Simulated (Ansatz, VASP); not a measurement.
## Two plane-wave programs on MgZn2TeSe2

```
CELL_PARAMETERS angstrom
3.92117 0.00000 0.00000
-1.96058 3.39583 0.00000
0.00000 0.00000 9.68240
ATOMIC_POSITIONS crystal
Mg 0.00000 0.00000 0.50000
Zn 0.66667 0.33333 0.18017
Zn 0.33333 0.66667 0.81983
Te 0.00000 0.00000 0.00000
Se 0.66667 0.33333 0.66600
Se 0.33333 0.66667 0.33400
```

Change from the starting cell: species swapped into the SrEuP2Pt2 type (P-3m1, No. 164).

Alike in both runs: task relaxation of cell and atoms; functional PBE; k mesh 12 × 12 × 4; occupations gaussian, width 0.1 eV; no spin polarisation.

|  | VASP | Ansatz |
| --- | --- | --- |
| version | VASP 6.6.1 | Ansatz 0.2.0 |
| potentials or method | VASP PAW PBE potentials, release 64 (Mg, Zn, Te, Se), cutoff 600 eV | scalar-relativistic, plane waves, PAW |
| valence electrons in the cell | 44 | 82 |

Ansatz gave:

* gap on the k mesh at the Fermi level, each at its own relaxed structure (eV): none
* relaxed volume (Å³/atom): 21.47
* relaxed length of the cell vector where the two differ most in proportion (Å): 9.726

Q: Estimate VASP's values.

A: gap on the k mesh at the Fermi level, each at its own relaxed structure (eV): none; relaxed volume (Å³/atom): 21.50; relaxed length of the cell vector where the two differ most in proportion (Å): 9.731.

A gap of «none» marks a metal or a gap that the smearing closes. VASP's potentials hold 44 valence electrons a cell and Ansatz's 82, so a difference there can come from the potentials and not from the codes.

Spin-orbit coupling is off throughout.
